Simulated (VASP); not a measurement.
# InSb (F-43m) in VASP: single point with r2SCAN

Aim: the single point of InSb with r2SCAN.

All numbers are computed with VASP 6.6.1; they aren't measurements. Logs are shortened: lines on timing, memory, paths and dates and some standing lists are left out, and cuts for length are marked.

**1. The cell of the first run**

The structure is cubic, space group F-43m (No. 216). The conventional cell has a = 6.555 Å, b = 6.555 Å, c = 6.555 Å, α = 90.00°, β = 90.00°, γ = 90.00°. In (site symmetry -43m) has 4 Sb at 2.84 Å within 3.7 Å. Within 3.7 Å of Sb (site symmetry -43m) lie 4 In at 2.84 Å.

**2. Single point, r2SCAN**

Contents of POSCAR:

```
InSb
1.0
    4.6351943588      0.0000000000      0.0000000000
    0.0000000000      4.6351943588      0.0000000000
    2.3175971794      2.3175971794      3.2775773632
In Sb
1 1
Direct
    0.0000000000      0.0000000000      0.0000000000
    0.7500000000      0.2500000000      0.5000000000
```

Contents of INCAR.step1:

```
SYSTEM = InSb
ALGO = Normal ; EDIFF = 1E-4
ENCUT = 520 ; GGA = PE
ISMEAR = 0 ; ISYM = 0
LASPH = .TRUE. ; LCHARG = .FALSE.
LREAL = .FALSE. ; LWAVE = .TRUE.
NBANDS = 16 ; NELM = 80
PREC = Accurate ; SIGMA = 0.1
```

Contents of INCAR.step2:

```
SYSTEM = InSb
ALGO = Normal ; EDIFF = 1E-6
ENCUT = 520 ; ISIF = 2
ISMEAR = 0 ; ISTART = 1
ISYM = 0 ; LASPH = .TRUE.
LCHARG = .FALSE. ; LMIXTAU = .TRUE.
LREAL = .FALSE. ; LWAVE = .FALSE.
METAGGA = R2SCAN ; NBANDS = 16
NELM = 80 ; PREC = Accurate
SIGMA = 0.1
```

Contents of KPOINTS:

```
k-points
0
G
  8 8 11
  0 0 0
```

Potentials or basis: VASP PAW PBE potentials, release 64 (In_d, Sb).

On the command line:

```sh
cat potpaw_PBE.64/In_d/POTCAR potpaw_PBE.64/Sb/POTCAR > POTCAR
cp INCAR.step1 INCAR
mpirun -np 1 vasp_std > vasp.out
cp INCAR.step2 INCAR
mpirun -np 1 vasp_std > vasp.out
```

OUTCAR:

```text
SYSTEM = InSb
   EDIFF = 1E-6
   ENCUT = 520
   ISIF = 2
   ISMEAR = 0
   ISTART = 1
   ISYM = 0
   LASPH = .TRUE.
   LREAL = .FALSE.
   METAGGA = R2SCAN
   NELM = 80
   PREC = Accurate

 ion  position               nearest neighbor table
   1  0.000  0.000  0.000-   2 2.84   2 2.84   2 2.84   2 2.84
   2  0.750  0.250  0.500-   1 2.84   1 2.84   1 2.84   1 2.84

IMPORTANT INFORMATION: All symmetrisations will be switched off!
NOSYMM: (Re-)initialisation of all symmetry stuff for point group C_1.

----------------------------------------------------------------------------------------

                                     Primitive cell

  volume of cell :      70.4188

  direct lattice vectors                    reciprocal lattice vectors
     4.635194359  0.000000000  0.000000000     0.215740684  0.000000000 -0.152551700
     0.000000000  4.635194359  0.000000000     0.000000000  0.215740684 -0.152551700
     2.317597179  2.317597179  3.277577363     0.000000000  0.000000000  0.305103401

  length of vectors
     4.635194359  4.635194359  4.635194359     0.264227296  0.264227296  0.305103401

  position of ions in fractional coordinates (direct lattice)
     0.000000000  0.000000000  0.000000000
     0.750000000  0.250000000  0.500000000

  ion indices of the primitive-cell ions
   primitive index   ion index
                 1           1
                 2           2

----------------------------------------------------------------------------------------

 KPOINTS: k-points

Automatic generation of k-mesh.
 Grid dimensions read from file:
 generate k-points for:    8    8   11

 Generating k-lattice:

  Cartesian coordinates                     Fractional coordinates (reciprocal lattice)
     0.026967585  0.000000000 -0.019068963     0.125000000  0.000000000  0.000000000
     0.000000000  0.026967585 -0.019068963     0.000000000  0.125000000  0.000000000
     0.000000000  0.000000000  0.027736673     0.000000000  0.000000000  0.090909091

  Length of vectors
     0.033028412  0.033028412  0.027736673

  Shift w.r.t. Gamma in fractional coordinates (k-lattice)
     0.000000000  0.000000000  0.000000000

 -----------------------------------------------------------------------------
|                                                                             |
[... 69 lines left out ...]
   NELM   =     80;   NELMIN=  2; NELMDL=  0     # of ELM steps
   EDIFF  = 0.1E-05   stopping-criterion for ELM
   LREAL  =      F    real-space projection
   EDIFFG = 0.1E-04   stopping-criterion for IOM
   NSW    =      0    number of steps for IOM
   IBRION =     -1    ionic relax: 0-MD 1-quasi-New 2-CG
   NFREE  =      0    steps in history (QN), initial steepest desc. (CG)
   ISIF   =      2    stress and relaxation
   ISYM   =      0    0-nonsym 1-usesym 2-fastsym
   POTIM  = 0.5000    time-step for ionic-motion
   TEBEG  =    0.0;   TEEND  =   0.0 temperature during run
   PSTRESS=    0.0 pullay stress
   NELECT =      18.0000    total number of electrons
   NUPDOWN=      -1.0000    fix difference up-down
   EMIN   =  10.00;   EMAX   =-10.00  energy-range for DOS
   EFERMI =   0.00;   METHOD = LEGACY
   ISMEAR =     0;   SIGMA  =   0.10  broadening in eV -4-tet -1-fermi 0-gaus
   EFERMI_NEDOS =   21; number of points for ismear=-14 and -15
   IALGO  =     38    algorithm
   IMIX   =      4    mixing-type and parameters
     AMIX     =   0.40;   BMIX     =  1.00
     AMIX_MAG =   1.60;   BMIX_MAG =  1.00
  volume/ion in A,a.u.               =      35.21       237.60
  Fermi-wavevector in a.u.,A,eV,Ry     =   1.038969  1.963367 14.686907  1.079457
  Thomas-Fermi vector in A             =   2.173478
   LORBIT       =      0    0 simple, 1 ext, 2 COOP (PROOUT), +10 PAW based schemes
   METAGGA = R2SCAN    functional components
   LHFCALC =     F    Hartree Fock is set to
   AEXX    =    0.0000 exact exchange contribution
   IVDW    =     0    specifies the selected vdW correction
   LEPSILON=     F    determine dielectric tensor
   LRPA    =     F    only Hartree local field effects (RPA)
 non-spin polarized calculation
 Gauss-broadening in eV      SIGMA  =   0.10
  energy-cutoff  :      520.00
  volume of cell :       70.42
 maximum number of plane-waves:      1924
 NGX is ok and might be reduce to    36
   NGX = 17   NGY = 17   NGZ = 17

 number of electron      17.9999999 magnetization

 Free energy of the ion-electron system (eV)
  ---------------------------------------------------
  ext. energy  EPLUGINS =         0.00000000
  ---------------------------------------------------
  free energy    TOTEN  =       -48.76715158 eV

  energy without entropy =      -48.76687357  energy(sigma->0) =      -48.76701257

 E-fermi :   4.6123     XC(G=0):  -9.0860

 val. band max:        4.5783652585   @ k =   0.0000   0.0000   0.0000
 cond. band min:       5.3211719577   @ k =   0.0000   0.5000   0.0000
 fundamental gap:      0.7428066992
 Fermi energy:         4.6123023336

 k-point     1 :       0.0000    0.0000    0.0000
  band No.  band energies     occupation
      1     -10.4692      2.00000
      2     -10.4692      2.00000
      3     -10.4690      2.00000
      4     -10.3777      2.00000
      5     -10.3774      2.00000
      6      -6.3413      2.00000
[... 433 lines left out ...]
      3     -10.4401      2.00000
      4     -10.3816      2.00000
      5     -10.3764      2.00000
      6      -4.6710      2.00000
[... 8 lines left out ...]
     15      12.7714      0.00000
     16      14.7141      0.00000

 [... further k-points ...]

------------------------ aborting loop because EDIFF is reached ----------------------------------------

  FORCE on cell =-STRESS in cart. coord.  units (eV):
  Direction    XX          YY          ZZ          XY          YZ          ZX
  --------------------------------------------------------------------------------------
  -------------------------------------------------------------------------------------
  Total        0.0106695      0.0106697      0.0010188      0.0000665      0.0002876      0.0002875
  in kB        0.2427538      0.2427573      0.0231804      0.0015128      0.0065429      0.0065402
  external PRESSURE =       0.1695638 kB  Pullay stress =       0.0000000 kB

 VOLUME and BASIS-vectors are now :
 -----------------------------------------------------------------------------
  energy-cutoff  :      520.00
  volume of cell :       70.42
      direct lattice vectors                 reciprocal lattice vectors
     4.635194359  0.000000000  0.000000000     0.215740684  0.000000000 -0.152551700
     0.000000000  4.635194359  0.000000000     0.000000000  0.215740684 -0.152551700
     2.317597179  2.317597179  3.277577363     0.000000000  0.000000000  0.305103401

 POSITION                                       TOTAL-FORCE (eV/Angst)
 -----------------------------------------------------------------------------------
      0.00000      0.00000      0.00000         0.000010     -0.000011      0.000000
      4.63519      2.31760      1.63879        -0.000010      0.000011     -0.000000
 -----------------------------------------------------------------------------------
    total drift:                                0.000003     -0.000004      0.000000

  FREE ENERGIE OF THE ION-ELECTRON SYSTEM (eV)
  ---------------------------------------------------
  free  energy   TOTEN  =       -48.7671515768 eV

  energy  without entropy=      -48.7668735673  energy(sigma->0) =      -48.76701257
```

OSZICAR.step1:

```text
N       E                     dE             d eps       ncg     rms          rms(c)
DAV:   1     0.113034664097E+03    0.11303E+03   -0.78494E+03 11336   0.111E+03
DAV:   2     0.272928776232E+00   -0.11276E+03   -0.10921E+03 12776   0.280E+02
DAV:   3    -0.683207196882E+01   -0.71050E+01   -0.70816E+01 14392   0.722E+01
DAV:   4    -0.703255823206E+01   -0.20049E+00   -0.20045E+00 14344   0.141E+01
DAV:   5    -0.704350535322E+01   -0.10947E-01   -0.10947E-01 17056   0.269E+00    0.394E+00
DAV:   6    -0.695025529937E+01    0.93250E-01   -0.15111E-01 16488   0.577E+00    0.229E+00
DAV:   7    -0.693835543976E+01    0.11900E-01   -0.64742E-02 14928   0.232E+00    0.604E-01
DAV:   8    -0.693944363787E+01   -0.10882E-02   -0.73396E-03 14952   0.965E-01    0.236E-01
DAV:   9    -0.694008900283E+01   -0.64536E-03   -0.90717E-04 13840   0.254E-01    0.735E-02
DAV:  10    -0.694014104012E+01   -0.52037E-04   -0.40974E-05 12408   0.473E-02
   1 F= -.69401410E+01 E0= -.69400059E+01  d E =-.270197E-03
```

It took 21 min on 1 thread of Oxide Virtual Turin-like, shared host; peak memory 0.5 GiB.

Results:

| Item | Value |
| --- | --- |
| Free energy | -48.7672 eV |
| Pressure | 0.0 GPa |

Levels at points of the mesh, in eV from the Fermi level:
```
           k point  band 5  band 6  band 7  band 8  band 9  band 10  band 11  band 12  band 13  band 14
(0.00, 0.00, 0.00)  -14.99  -10.95   -0.06   -0.06   -0.06    -0.03     3.16     3.16     3.16     6.09
(0.50, 0.00, 0.00)  -14.99   -9.59   -5.67   -1.05   -1.05     0.71     4.04     4.04     6.42     8.60
(0.00, 0.50, 0.00)  -14.99   -9.59   -5.67   -1.05   -1.05     0.71     4.04     4.04     6.42     8.60
(0.50, 0.50, 0.00)  -14.98   -8.99   -5.97   -2.30   -2.30     1.51     1.57     8.46     8.46     9.14
```

Caveat: the PAW data sets were made with another functional, which shifts forces and pressure a little; spin-orbit coupling is left out, which moves the levels of the heavy elements.
